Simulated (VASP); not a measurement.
Set up this calculation in VASP 6.6.1, as the native input.

| Property | Result |
| --- | --- |
| Task | relaxation of cell and atoms |
| Functional | PBEsol |
| Potentials or basis | VASP PAW PBE potentials, release 64 (Ge_d) |
| Cutoff | 600 eV |
| k mesh | 8 × 8 × 11 |
| Occupations | fermi-dirac, width 0.1 eV |
| Spin | no spin polarisation |
| Dipole correction | no |
| Further INCAR settings | ALGO = Normal; EDIFF = 1e-06; IBRION = 2; EDIFFG = -0.01; NSW = 80; ISIF = 3 |

The structure of Ge lies in POSCAR:

```
Ge
1.0
    4.7727297598      0.0000000000      0.0000000000
   -2.3863648799      4.1333052174      0.0000000000
    0.0000000000      0.0000000000      2.9256833427
Ge
3
Direct
    0.0000000000      0.0000000000      0.0000000000
    0.3333333333      0.6666666667      0.5000000000
    0.6666666667      0.3333333333      0.5000000000
```

This isn't the form of Ge at room conditions, which is diamond.

One way to write it, as run:

INCAR

```
  ALGO = Normal
  EDIFF = 1E-6
  EDIFFG = -0.01
  ENCUT = 600
  GGA = PS
  IBRION = 2
  ISIF = 3
  ISMEAR = -1
  LASPH = True
  LCHARG = False
  LREAL = False
  LWAVE = False
  NELM = 60
  NSW = 80
  PREC = Accurate
  SIGMA = 0.1
```

KPOINTS

```
k-points
0
Gamma
  8 8 11
```

Potentials or basis: VASP PAW PBE potentials, release 64 (Ge_d).

Run with:

```console
$ cat potpaw_PBE.64/Ge_d/POTCAR > POTCAR
$ mpirun -np 1 vasp_std > vasp.out
```

It gave:

The relaxed volume is 18.43 Å³/atom, the relaxed cell is a = 4.832 Å, b = 4.832 Å, c = 2.735 Å, α = 90.00°, β = 90.00°, γ = 120.00° and the space group after relaxing (to 0.1 Å) is P6/mmm (No. 191). The energy gained by relaxing is 26.5 meV/atom. The ionic steps are 8, the pressure after relaxing is 0.0 GPa and the band gap on the k mesh is zero (bands 21 and 22 overlap by 4.99 eV).

Caveat: the PAW data sets were made with another functional, which shifts forces and pressure a little.

It took 3 min on 1 thread of Intel(R) Xeon(R) Platinum 8559C (Emerald Rapids) (shared host), peak memory 0.23 GiB.
